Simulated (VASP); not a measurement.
# Cu in VASP: further runs

Cu is run at these levels: PBE; tasks: single point.

Program: VASP 6.6.1. These are calculated values, not measurements. Logs are shortened: lines on timing, memory, paths and dates and some standing lists are left out, and cuts for length are marked.

## (1) The cell of the first run

The cell holds a slab with vacuum, 16 atoms: a = 7.220 Å, b = 5.105 Å, c = 16.829 Å, α = 90.00°, β = 90.00°, γ = 90.00°.

## (2) Single point, PBE

Input file INCAR:

```
SYSTEM = Cu
PREC = Accurate
ENCUT = 520
EDIFF = 1E-6
ISMEAR = -1
SIGMA = 0.05
LREAL = Auto
LASPH = .True.
NELM = 100
ALGO = Normal
ISIF = 2
LWAVE = .False.
LCHARG = .False.
GGA = PE
NBANDS = 102
```

Input file KPOINTS:

```
regular mesh
0
Gamma
  2 3 1
  0 0 0
```

Input file POSCAR:

```
Cu
1.0
    7.2200000000      0.0000000000      0.0000000000
    0.0000000000      5.1053110000      0.0000000000
    0.0000000000      0.0000000000     16.8289830000
Cu
16
Direct
    0.2500000000      0.2499945645      0.0594212972
    0.7500000000      0.2499945645      0.0594212972
    0.2500000000      0.7500032809      0.0594212972
    0.7500000000      0.7500032809      0.0594212972
    0.0158171745     -0.0034865653      0.1272982449
    0.5014265928     -0.0068751933      0.1236081824
   -0.0017313019      0.5247280724      0.1281360852
    0.4784626039      0.4898428323      0.1300732195
    0.2303462604      0.2713252924      0.2297583877
    0.7640304709      0.2606697222      0.2086222323
    0.2296814404      0.7729401794      0.2241549593
    0.7308587258      0.7763875697      0.2102563179
   -0.0304570637     -0.0273636611      0.2932916386
    0.4962326870      0.0307718766      0.2841764116
   -0.0229916898      0.5000870662      0.2938383145
    0.5248060942      0.5463917869      0.2853529533
```

Potentials or basis: VASP PAW PBE potentials, release 64 (Cu).

Run with:

```
$ cat potpaw_PBE.64/Cu/POTCAR > POTCAR
$ mpirun -np 1 vasp_std > vasp.out
```

OUTCAR:

```text
SYSTEM = Cu
   PREC = Accurate
   ENCUT = 520
   EDIFF = 1E-6
   ISMEAR = -1
   LREAL = Auto
   LASPH = .True.
   NELM = 100
   ISIF = 2
   GGA = PE

 ion  position               nearest neighbor table
   1  0.250  0.250  0.059-   8 2.37   5 2.42   6 2.49   3 2.55   3 2.55   7 2.57
   2  0.750  0.250  0.059-   6 2.47  10 2.51   4 2.55   4 2.55   7 2.55   5 2.58   8 2.60
   3  0.250  0.750  0.059-   5 2.40   8 2.43   7 2.44   6 2.45   1 2.55   1 2.55  11 2.78
   4  0.750  0.750  0.059-   7 2.42   6 2.43  12 2.55   2 2.55   2 2.55   5 2.56   8 2.65
   5  0.016  0.997  0.127-   3 2.40   7 2.41   1 2.42  11 2.52   4 2.56   2 2.58  10 2.65   7 2.70
                             9 2.71  12 2.73
   6  0.501  0.993  0.124-   4 2.43   3 2.45  12 2.47   2 2.47   1 2.49   8 2.54   8 2.58  14 2.71
                            10 2.74
   7  0.998  0.525  0.128-   5 2.41   4 2.42   3 2.44  10 2.55   2 2.55   1 2.57  11 2.65  12 2.70
                             5 2.70   9 2.72
   8  0.478  0.490  0.130-   1 2.37   3 2.43   6 2.54   6 2.58   2 2.60   4 2.65  16 2.65   9 2.70
                            12 2.70  10 2.71
   9  0.230  0.271  0.230-  15 2.42  14 2.46  11 2.55  11 2.56  13 2.65   8 2.70   5 2.71  16 2.71
                             7 2.72
  10  0.764  0.261  0.209-  15 2.43  12 2.48   2 2.51  13 2.53   7 2.55  14 2.59  16 2.60  12 2.64
                             5 2.65   8 2.71   6 2.74
  11  0.230  0.773  0.224-  13 2.43   5 2.52  14 2.54   9 2.55   9 2.56  15 2.58  16 2.63   7 2.65
                             3 2.78
  12  0.731  0.776  0.210-  16 2.28  13 2.43   6 2.47  14 2.47  10 2.48   4 2.55  10 2.64  15 2.67
                             8 2.70   7 2.70   5 2.73
  13  0.970  0.973  0.293-  15 2.41  11 2.43  12 2.43  10 2.53   9 2.65  15 2.69
  14  0.496  0.031  0.284-   9 2.46  12 2.47  16 2.48  11 2.54  10 2.59  16 2.64   6 2.71
  15  0.977  0.500  0.294-  13 2.41   9 2.42  10 2.43  11 2.58  12 2.67  13 2.69
  16  0.525  0.546  0.285-  12 2.28  14 2.48  10 2.60  11 2.63  14 2.64   8 2.65   9 2.71

  LATTYP: Found a simple orthorhombic cell.
 ALAT       =     5.1053110000
 B/A-ratio  =     1.4142135513
 C/A-ratio  =     3.2963678413

  Lattice vectors:

 A1 = (   0.0000000000,  -5.1053110000,   0.0000000000)
 A2 = (   7.2200000000,   0.0000000000,   0.0000000000)
 A3 = (   0.0000000000,   0.0000000000,  16.8289830000)

Analysis of symmetry for initial positions (statically):
=====================================================================
 Subroutine PRICEL returns:
 Original cell was already a primitive cell.

 Routine SETGRP: Setting up the symmetry group for a
 simple orthorhombic supercell.

 Subroutine GETGRP returns: Found  1 space group operations
 (whereof  1 operations were pure point group operations)
 out of a pool of  8 trial point group operations.

The static configuration has the point symmetry C_1 .

Analysis of symmetry for dynamics (positions and initial velocities):
=====================================================================
 Subroutine PRICEL returns:
 Original cell was already a primitive cell.

 Routine SETGRP: Setting up the symmetry group for a
 simple orthorhombic supercell.

 Subroutine GETGRP returns: Found  1 space group operations
 (whereof  1 operations were pure point group operations)
 out of a pool of  8 trial point group operations.

The dynamic configuration has the point symmetry C_1 .

 Subroutine INISYM returns: Found  1 space group operations
 (whereof  1 operations are pure point group operations),
 and found     1 'primitive' translations

----------------------------------------------------------------------------------------

                                     Primitive cell

  volume of cell :     620.3221

  direct lattice vectors                    reciprocal lattice vectors
     7.220000000  0.000000000  0.000000000     0.138504155  0.000000000  0.000000000
     0.000000000  5.105311000  0.000000000     0.000000000  0.195874453  0.000000000
     0.000000000  0.000000000 16.828983000     0.000000000  0.000000000  0.059421297

  length of vectors
     7.220000000  5.105311000 16.828983000     0.138504155  0.195874453  0.059421297

  position of ions in fractional coordinates (direct lattice)
     0.250000000  0.249994564  0.059421297
     0.750000000  0.249994564  0.059421297
     0.250000000  0.750003281  0.059421297
     0.750000000  0.750003281  0.059421297
     0.015817175  0.996513435  0.127298245
     0.501426593  0.993124807  0.123608182
[... 8 lines left out ...]
     0.977008310  0.500087066  0.293838315
     0.524806094  0.546391787  0.285352953

  ion indices of the primitive-cell ions
   primitive index   ion index
                 1           1
                 2           2
                 3           3
                 4           4
                 5           5
                 6           6
[... 8 lines left out ...]
                15          15
                16          16

----------------------------------------------------------------------------------------

 KPOINTS: regular mesh

Automatic generation of k-mesh.
 Grid dimensions read from file:
 generate k-points for:    2    3    1

 Generating k-lattice:

  Cartesian coordinates                     Fractional coordinates (reciprocal lattice)
     0.069252078  0.000000000  0.000000000     0.500000000  0.000000000  0.000000000
     0.000000000  0.065291484  0.000000000     0.000000000  0.333333333  0.000000000
     0.000000000  0.000000000  0.059421297     0.000000000  0.000000000  1.000000000

  Length of vectors
     0.069252078  0.065291484  0.059421297

  Shift w.r.t. Gamma in fractional coordinates (k-lattice)
     0.000000000  0.000000000  0.000000000

 Subroutine IBZKPT returns following result:
 ===========================================

 Found      4 irreducible k-points:

 Following reciprocal coordinates:
            Coordinates               Weight
  0.000000  0.000000  0.000000      1.000000
  0.500000  0.000000  0.000000      1.000000
  0.000000  0.333333  0.000000      2.000000
  0.500000  0.333333  0.000000      2.000000
   k-points           NKPTS =      4   k-points in BZ     NKDIM =      4   number of bands    NBANDS=    102
   number of dos      NEDOS =    301   number of ions     NIONS =     16
   total plane-waves  NPLWV = 272160
   dimension x,y,z NGX =    54 NGY =   40 NGZ =  126
   dimension x,y,z NGXF=   108 NGYF=   80 NGZF=  252
   ions per type =              16
   NGX,Y,Z   is equivalent  to a cutoff of  12.43, 13.03, 12.45 a.u.
   NGXF,Y,Z  is equivalent  to a cutoff of  24.87, 26.05, 24.89 a.u.
 SYSTEM =  Cu
   PREC   = accura    normal or accurate (medium, high low for compatibility)
   ISTART =      0    job   : 0-new  1-cont  2-samecut
   ICHARG =      2    charge: 1-file 2-atom 10-const
   ISPIN  =      1    spin polarized calculation?
   LNONCOLLINEAR =      F non collinear calculations
   LSORBIT =      F    spin-orbit coupling
   LASPH  =      T    aspherical Exc in radial PAW
   ENCUT  =  520.0 eV  38.22 Ry    6.18 a.u.  13.42  9.49 31.29*2*pi/ulx,y,z
   NELM   =    100;   NELMIN=  2; NELMDL= -5     # of ELM steps
   EDIFF  = 0.1E-05   stopping-criterion for ELM
   LREAL  =      T    real-space projection
   EDIFFG = 0.1E-04   stopping-criterion for IOM
   NSW    =      0    number of steps for IOM
   IBRION =     -1    ionic relax: 0-MD 1-quasi-New 2-CG
   NFREE  =      0    steps in history (QN), initial steepest desc. (CG)
   ISIF   =      2    stress and relaxation
   ISYM   =      2    0-nonsym 1-usesym 2-fastsym
   POTIM  = 0.5000    time-step for ionic-motion
   TEBEG  =    0.0;   TEEND  =   0.0 temperature during run
   PSTRESS=    0.0 pullay stress
   NELECT =     176.0000    total number of electrons
   NUPDOWN=      -1.0000    fix difference up-down
   EMIN   =  10.00;   EMAX   =-10.00  energy-range for DOS
   EFERMI =   0.00;   METHOD = LEGACY
   ISMEAR =    -1;   SIGMA  =   0.05  broadening in eV -4-tet -1-fermi 0-gaus
   EFERMI_NEDOS =   21; number of points for ismear=-14 and -15
   IALGO  =     38    algorithm
   IMIX   =      4    mixing-type and parameters
     AMIX     =   0.40;   BMIX     =  1.00
     AMIX_MAG =   1.60;   BMIX_MAG =  1.00
  volume/ion in A,a.u.               =      38.77       261.63
  Fermi-wavevector in a.u.,A,eV,Ry     =   1.075738  2.032851 15.744837  1.157213
  Thomas-Fermi vector in A             =   2.211603
   LORBIT       =      0    0 simple, 1 ext, 2 COOP (PROOUT), +10 PAW based schemes
   GGA     = PE    functional components
   LHFCALC =     F    Hartree Fock is set to
   AEXX    =    0.0000 exact exchange contribution
   IVDW    =     0    specifies the selected vdW correction
   LEPSILON=     F    determine dielectric tensor
   LRPA    =     F    only Hartree local field effects (RPA)
 non-spin polarized calculation
  energy-cutoff  :      520.00
  volume of cell :      620.32
 maximum number of plane-waves:     16767
 NGX is ok and might be reduce to    54
   NGX = 27   NGY = 19   NGZ = 63

 number of electron     176.0000019 magnetization

 Free energy of the ion-electron system (eV)
  ---------------------------------------------------
  ext. energy  EPLUGINS =         0.00000000
  ---------------------------------------------------
  free energy    TOTEN  =       -51.63396714 eV

  energy without entropy =      -51.56220662  energy(sigma->0) =      -51.59808688

 E-fermi :  -0.8378     XC(G=0):  -5.1146

 val. band max:       -0.9196668993   @ k =   0.0000   0.3333   0.0000
 cond. band min:      -0.8266131625   @ k =   0.0000   0.3333   0.0000
 fundamental gap:      0.0930537368
 Fermi energy:        -0.8378457183

 k-point     1 :       0.0000    0.0000    0.0000
  band No.  band energies     occupation
      1      -8.8339      2.00000
      2      -6.5135      2.00000
      3      -6.3419      2.00000
      4      -6.2327      2.00000
      5      -5.3181      2.00000
      6      -5.2839      2.00000
[... 92 lines left out ...]
     99       2.8934      0.00000
    100       3.1784      0.00000

 k-point     2 :       0.5000    0.0000    0.0000
  band No.  band energies     occupation
      1      -8.2140      2.00000
      2      -8.0139      2.00000
      3      -6.0785      2.00000
      4      -5.9998      2.00000
      5      -5.2043      2.00000
      6      -5.1379      2.00000
[... 92 lines left out ...]
     99       1.9584      0.00000
    100       1.9982      0.00000

 k-point     3 :       0.0000    0.3333    0.0000
  band No.  band energies     occupation
      1      -8.1823      2.00000
      2      -6.4608      2.00000
      3      -5.9597      2.00000
      4      -5.8491      2.00000
      5      -5.7350      2.00000
      6      -5.1550      2.00000
[... 92 lines left out ...]
     99       3.6975      0.00000
    100       3.8128      0.00000

 k-point     4 :       0.5000    0.3333    0.0000
  band No.  band energies     occupation
      1      -7.5902      2.00000
      2      -7.3925      2.00000
      3      -6.0582      2.00000
      4      -5.8924      2.00000
      5      -5.5408      2.00000
      6      -5.4664      2.00000
[... 92 lines left out ...]
     99       2.6554      0.00000
    100       2.7103      0.00000
 [bands above 100 left out]

------------------------ aborting loop because EDIFF is reached ----------------------------------------

  FORCE on cell =-STRESS in cart. coord.  units (eV):
  Direction    XX          YY          ZZ          XY          YZ          ZX
  --------------------------------------------------------------------------------------
  -------------------------------------------------------------------------------------
  Total       -7.4004570     -8.3680679     -1.6148009      0.0238544     -0.3333673     -0.0724662
  in kB      -19.1140117    -21.6131718     -4.1707321      0.0616115     -0.8610261     -0.1871669
  external PRESSURE =     -14.9659719 kB  Pullay stress =       0.0000000 kB

 VOLUME and BASIS-vectors are now :
 -----------------------------------------------------------------------------
  energy-cutoff  :      520.00
  volume of cell :      620.32
      direct lattice vectors                 reciprocal lattice vectors
     7.220000000  0.000000000  0.000000000     0.138504155  0.000000000  0.000000000
     0.000000000  5.105311000  0.000000000     0.000000000  0.195874453  0.000000000
     0.000000000  0.000000000 16.828983000     0.000000000  0.000000000  0.059421297

 POSITION                                       TOTAL-FORCE (eV/Angst)
 -----------------------------------------------------------------------------------
      1.80500      1.27630      1.00000        -0.188648     -0.002431     -0.124990
      5.41500      1.27630      1.00000         0.046188      0.099938      0.144323
      1.80500      3.82900      1.00000         0.131726     -0.033795     -0.247383
      5.41500      3.82900      1.00000        -0.117699     -0.062564     -0.003564
      0.11420      5.08751      2.14230        -0.661424      0.694162      0.229569
      3.62030      5.07021      2.08020        -0.390918      0.259270      0.257503
[... 8 lines left out ...]
      7.05400      2.55310      4.94500        -0.230758     -0.092917     -0.179257
      3.78910      2.78950      4.80220        -0.747190     -0.846134      0.122264
 -----------------------------------------------------------------------------------
    total drift:                                0.006296     -0.004596      0.001648

  FREE ENERGIE OF THE ION-ELECTRON SYSTEM (eV)
  ---------------------------------------------------
  free  energy   TOTEN  =       -51.6339671370 eV

  energy  without entropy=      -51.5622066214  energy(sigma->0) =      -51.59808688
```

Wall time 6.4 min (1 thread of AMD EPYC 9R45 (Zen 5), shared host); peak memory 0.59 GiB.

Results:

- Free energy: -51.6340 eV
- Largest force: 1.135 eV/Å
- Band gap on the k mesh: zero (bands 88 and 89 overlap by 0.40 eV)

Forces in eV/Å, atoms in the order of the input:
```
Cu  -0.189 -0.002 -0.125
Cu   0.046  0.100  0.144
Cu   0.132 -0.034 -0.247
Cu  -0.118 -0.063 -0.004
Cu  -0.661  0.694  0.230
Cu  -0.391  0.259  0.258
Cu   0.202 -0.802  0.214
Cu   0.626  0.171  0.336
Cu   0.089 -0.036 -0.261
Cu  -0.430  0.101  0.169
Cu   0.510 -0.332  0.020
Cu   0.894 -0.168 -0.342
Cu   0.068  0.770 -0.122
Cu   0.199  0.281 -0.214
Cu  -0.231 -0.093 -0.179
Cu  -0.747 -0.846  0.122
```

Levels at points of the mesh, in eV from the Fermi level:
| k point | band 85 | band 86 | band 87 | band 88 | band 89 | band 90 |
| --- | --- | --- | --- | --- | --- | --- |
| (0.00, 0.00, 0.00) | -0.99 | -0.96 | -0.68 | 0.11 | 0.21 | 0.89 |
| (0.50, 0.00, 0.00) | -0.18 | -0.10 | 0.20 | 0.32 | 0.34 | 0.43 |

Caveat: the k points lie up to 0.44 Å⁻¹ apart; there is no dipole correction, which matters where the two faces differ.

## (3) Single point, PBE

Input file INCAR:

```
SYSTEM = Cu
PREC = Accurate
ENCUT = 520
EDIFF = 1E-6
ISMEAR = -1
SIGMA = 0.05
LREAL = Auto
LASPH = .TRUE.
NELM = 60
ALGO = Normal
ISIF = 2
LWAVE = .FALSE.
LCHARG = .FALSE.
GGA = PE
NBANDS = 102
```

Input file KPOINTS:

```
regular mesh
0
G
  2 3 1
  0 0 0
```

Input file POSCAR:

```
Cu
1.0
    7.2200000000      0.0000000000      0.0000000000
    0.0000000000      5.1053110000      0.0000000000
    0.0000000000      0.0000000000     16.8289830000
Cu
16
Direct
    0.2500000000      0.2499945645      0.0594212972
    0.7500000000      0.2499945645      0.0594212972
    0.2500000000      0.7500032809      0.0594212972
    0.7500000000      0.7500032809      0.0594212972
   -0.0131578947     -0.0152194450      0.1354567890
    0.4820360111      0.0331027826      0.1463011758
    0.0207894737      0.5195961617      0.1334721177
    0.5013157895      0.5470969349      0.1346070645
    0.2303047091      0.2460574880      0.2194903875
    0.7304986150      0.2691706734      0.2149327740
    0.2392936288      0.7729010045      0.2332642442
    0.7565235457      0.7645371653      0.2104999452
   -0.0360803324      0.0734333325      0.2896669395
    0.5042936288     -0.0253069793      0.2927568469
   -0.0298476454      0.5542267650      0.2909385552
    0.4886149584      0.5177353544      0.2880090853
```

Potentials or basis: VASP PAW PBE potentials, release 64 (Cu).

Run with:

```
$ cat potpaw_PBE.64/Cu/POTCAR > POTCAR
$ mpirun -np 1 vasp_std > vasp.out
```

It took 6.5 min on 1 thread of AMD EPYC 9R45 (Zen 5), shared host; peak memory 0.59 GiB.

Results (log left out):

```
Free energy            : -51.2838 eV
Largest force          : 1.409 eV/Å
Band gap on the k mesh : zero (bands 88 and 89 overlap by 0.27 eV)
```

Forces in eV/Å, atoms in the order of the input:
```
Cu  -0.015  0.058  0.343
Cu  -0.082  0.133  0.536
Cu   0.178  0.388  0.085
Cu  -0.038  0.048  0.071
Cu   0.753  1.120 -0.406
Cu   0.182 -0.131 -0.893
Cu  -0.665 -0.814 -0.018
Cu  -0.447 -0.784 -0.147
Cu   0.247  0.759  0.327
Cu   0.033  0.317 -0.127
Cu  -0.499 -0.298 -0.393
Cu  -0.823  0.131  0.285
Cu   0.295 -0.780  0.226
Cu   0.293  1.081  0.064
Cu   0.346 -0.320  0.120
Cu   0.243 -0.907 -0.073
```

Levels at points of the mesh, in eV from the Fermi level:
| k point | band 85 | band 86 | band 87 | band 88 | band 89 | band 90 |
| --- | --- | --- | --- | --- | --- | --- |
| (0.00, 0.00, 0.00) | -0.90 | -0.88 | -0.64 | 0.03 | 0.19 | 0.82 |
| (0.50, 0.00, 0.00) | -0.20 | -0.13 | 0.16 | 0.21 | 0.30 | 0.40 |

Caveat: the k points lie up to 0.44 Å⁻¹ apart; there is no dipole correction, which matters where the two faces differ.

The gap in the log of VASP goes by the Fermi energy; the results here count the filled bands.